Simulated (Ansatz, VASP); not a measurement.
BAs in VASP and in Ansatz

```
CELL_PARAMETERS angstrom
0.00000 2.40441 2.40441
2.40441 0.00000 2.40441
2.40441 2.40441 0.00000
ATOMIC_POSITIONS crystal
B 0.00000 0.00000 0.00000
As 0.75000 0.75000 0.75000
```

Alike in both runs: functional PBE; k mesh 10 × 10 × 10; occupations gaussian, width 0.02 eV; no spin polarisation.

Ansatz relaxed the structure, and its values are those at the end. VASP's run is a single point on that final structure, the one shown.

|  | VASP | Ansatz |
| --- | --- | --- |
| version | VASP 6.6.1 | Ansatz 0.2.0 |
| potentials or method | VASP PAW PBE potentials, release 64 (B, As), cutoff 500 eV | scalar-relativistic, plane waves, PAW |
| valence electrons in the cell | 8 | 18 |

```tsv
	VASP	Ansatz	Ansatz less VASP
gap on the k mesh at the Fermi level (eV)	1.20	1.20	+0.008
least direct gap on the mesh (eV)	3.25	3.26	+0.004
pressure (GPa)	0.6	0.0	-0.60
```

The functional is the same, so the differences come from potentials, cutoffs and numerics. VASP's potentials hold 8 valence electrons a cell and Ansatz's 18, so a difference there can come from the potentials and not from the codes.
